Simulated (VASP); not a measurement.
Here is a VASP 6.6.1 calculation.

INCAR

```
SYSTEM = CoO
PREC = Accurate
ENCUT = 520
EDIFF = 1E-6
ISMEAR = 0
SIGMA = 0.02
LREAL = .False.
LASPH = .True.
NELM = 150
ALGO = Normal
ISIF = 2
LWAVE = .False.
LCHARG = .False.
ISPIN = 2
MAGMOM = -2.67 2.67 0 0
LORBIT = 11
LMAXMIX = 4
LDAU = .True.
LDAUTYPE = 2
LDAUL = 2 -1
LDAUU = 3.32 0
LDAUJ = 0 0
LDAUPRINT = 1
GGA = PE
NBANDS = 27
```

Contents of KPOINTS:

```
Automatic mesh
0
Gamma
  12 12 6
  0 0 0
```

The input POSCAR:

```
CoO
1.0
    3.1728471675      0.0000000000      0.0000000000
   -1.5864235838      2.7477662494      0.0000000000
    0.0000000000      0.0000000000      5.1666187625
Co O
2 2
Direct
    0.0000000000      0.0000000000      0.0020474259
    0.3333333333      0.6666666667      0.5020453839
    0.0000000000      0.0000000000      0.3729542678
    0.3333333333      0.6666666667      0.8729539223
```

Potentials or basis: VASP PAW PBE potentials, release 64 (Co, O).

Run with:

```console
$ cat potpaw_PBE.64/Co/POTCAR potpaw_PBE.64/O/POTCAR > POTCAR
$ mpirun -np 1 vasp_std > vasp.out
```

Task: Estimate the largest force.

Result: 0.016 eV/Å.

Task: What does it give for the band gap on the k mesh?

Result: 1.21 eV (least direct gap 1.31 eV).

Task: Estimate the net moment.

Result: 0.00 μB per cell.

Task: What does it give for the site moments?

Result: Co -2.61, +2.61; O +0.09, -0.09 μB.

Stress tensor (GPa, compression positive):
```
12.33  0.00  0.00
 0.00 12.33  0.00
 0.00  0.00 12.10
```

Caveat: the cell stands under pressure. A k mesh can miss the band edges.
